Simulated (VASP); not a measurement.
A run of VASP 6.6.1 is set up as follows.

INCAR

```
SYSTEM = Au
PREC     = Accurate       ! precision mode
ENCUT    = 520            ! plane-wave cutoff, eV
EDIFF    = 1E-6           ! SCF threshold, eV
ISMEAR   = -1             ! smearing method
SIGMA    = 0.1            ! smearing width, eV
LREAL    = .False.        ! projectors in reciprocal space
LASPH    = .True.         ! aspherical terms in the spheres
NELM     = 80             ! most SCF steps
ALGO     = Normal         ! electronic algorithm
ISIF     = 2              ! what is computed and relaxed
LWAVE    = .False.        ! write WAVECAR
LCHARG   = .False.        ! write CHGCAR
GGA      = PE             ! functional
NBANDS   = 12             ! bands
```

Contents of KPOINTS:

```
Automatic mesh
0
Gamma
  7 7 7
  0 0 0
```

File POSCAR:

```
Au
1.0
    0.0000000000      2.0774499962      2.0774499962
    2.0774499962      0.0000000000      2.0774499962
    2.0774499962      2.0774499962      0.0000000000
Au
1
Direct
    0.0000000000      0.0000000000      0.0000000000
```

Potentials or basis: VASP PAW PBE potentials, release 64 (Au).

The run is started by

```bash
$ cat potpaw_PBE.64/Au/POTCAR > POTCAR
$ mpirun -np 1 vasp_std > vasp.out
```

**Question.** Predict the pressure.

**Answer.** -0.3 GPa.

Caveat: the k points lie up to 0.37 Å⁻¹ apart.
